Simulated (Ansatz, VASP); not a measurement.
**One calculation of Ta3N, two programs**

INCAR

```
SYSTEM = Ta3N
PREC = Accurate
ENCUT = 520
EDIFF = 1E-6
ISMEAR = 0
SIGMA = 0.15
LREAL = .FALSE.
LASPH = .TRUE.
NELM = 60
ALGO = Normal
ISIF = 2
LWAVE = .FALSE.
LCHARG = .FALSE.
GGA = PE
NBANDS = 27
```

Contents of KPOINTS:

```
Automatic mesh
0
G
  18 18 6
  0 0 0
```

Contents of POSCAR:

```
Ta3N
1.0
    3.0217748255      0.0000000000      0.0000000000
   -1.5108874128      2.6169337634      0.0000000000
    0.0000000000      0.0000000000      7.5575881873
Ta N
3 1
Direct
   -0.0827425531     -0.0413712766      0.4594886322
    0.2505907802      0.6252953901      0.1330836869
    0.5839241136      0.2919620568      0.7858935775
    0.0000000000      0.0000000000      0.0000000000
```

Input for Ansatz:

```yaml
crystal:
  lattice:
    - [3.0217748255, 0.0, 0.0]
    - [-1.5108874128, 2.6169337634, 0.0]
    - [0.0, 0.0, 7.5575881873]
  atoms:
    - { symbol: Ta, position: [-0.0827425531, -0.0413712766, 0.4594886322] }
    - { symbol: Ta, position: [0.2505907802, 0.6252953901, 0.1330836869] }
    - { symbol: Ta, position: [0.5839241136, 0.2919620568, 0.7858935775] }
    - { symbol: "N", position: [0.0, 0.0, 0.0] }
basis:
  ecutwfc: 420
kpoints:
  mp_grid: { grid: [18, 18, 6] }
hamiltonian:
  xc: pbe
scf:
  occupations: { method: gaussian, width: 0.15 }
output:
  forces: true
  stress: true
  eigenvalues: true
```

Change from the starting cell: all Ta atoms moved +0.375 Å, as atom 1 towards its neighbour atom 2 (Ta) at 3.021 Å.

Alike in both runs: task single point; functional PBE; k mesh 18 × 18 × 6; occupations gaussian, width 0.15 eV; no spin polarisation.

|  | VASP | Ansatz |
| --- | --- | --- |
| version | VASP 6.6.1 | Ansatz 0.2.0 |
| potentials or method | VASP PAW PBE potentials, release 64 (Ta_pv, N), cutoff 520 eV | scalar-relativistic, plane waves, PAW |
| valence electrons in the cell | 38 | 44 |

Ansatz gave:

```
gap on the k mesh at the Fermi level (eV)                     : none
pressure (GPa)                                                : 9.0
traceless stress, the component that is largest in VASP (GPa) : -5.00
rms of the force components (eV/Å)                            : 1.914
```

Q: Estimate VASP's values.

A: gap on the k mesh at the Fermi level (eV): none; pressure (GPa): 9.4; traceless stress, the component that is largest in VASP (GPa): -5.14; rms of the force components (eV/Å): 1.952.

Atom by atom the forces differ by 0.043 eV/Å (rms over components). A gap of «none» marks a metal or a gap that the smearing closes. VASP's potentials hold 38 valence electrons a cell and Ansatz's 44, so a difference there can come from the potentials and not from the codes.

Spin-orbit coupling is off throughout.
